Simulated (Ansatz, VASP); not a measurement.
## ZnO in VASP and in Ansatz

```
Zn O
1.0
     3.18711    0.00000    0.00000
    -1.59356    2.76012    0.00000
     0.00000    0.00000    5.15249
Zn O
2 2
Direct
  0.33333 0.66667 0.50029
  0.66667 0.33333 0.00029
  0.66667 0.33333 0.37872
  0.33333 0.66667 0.87872
```

Alike in both runs: functional LDA; k mesh 21 × 21 × 12; occupations gaussian, width 0.02 eV; no spin polarisation.

Ansatz relaxed the structure, and its values are those at the end. VASP's run is a single point on that final structure, the one shown.

|  | VASP | Ansatz |
| --- | --- | --- |
| version | VASP 6.6.1 | Ansatz 0.2.0 |
| potentials or method | VASP PAW LDA potentials, release 64 (Zn, O) | scalar-relativistic, plane waves, PAW |
| plane-wave cutoff (eV) | 520 | 420 |
| valence electrons in the cell | 36 | 36 |

Ansatz gave:

* gap on the k mesh at the Fermi level (eV): 0.80
* least direct gap on the mesh (eV): 0.80
* pressure (GPa): 0.0

Task: What did VASP give for the same quantities?

Result: gap on the k mesh at the Fermi level (eV): 0.81; least direct gap on the mesh (eV): 0.81; pressure (GPa): 1.3.

LDA's correlation is that of Perdew and Zunger in VASP and of Perdew and Wang (1992) in Ansatz.
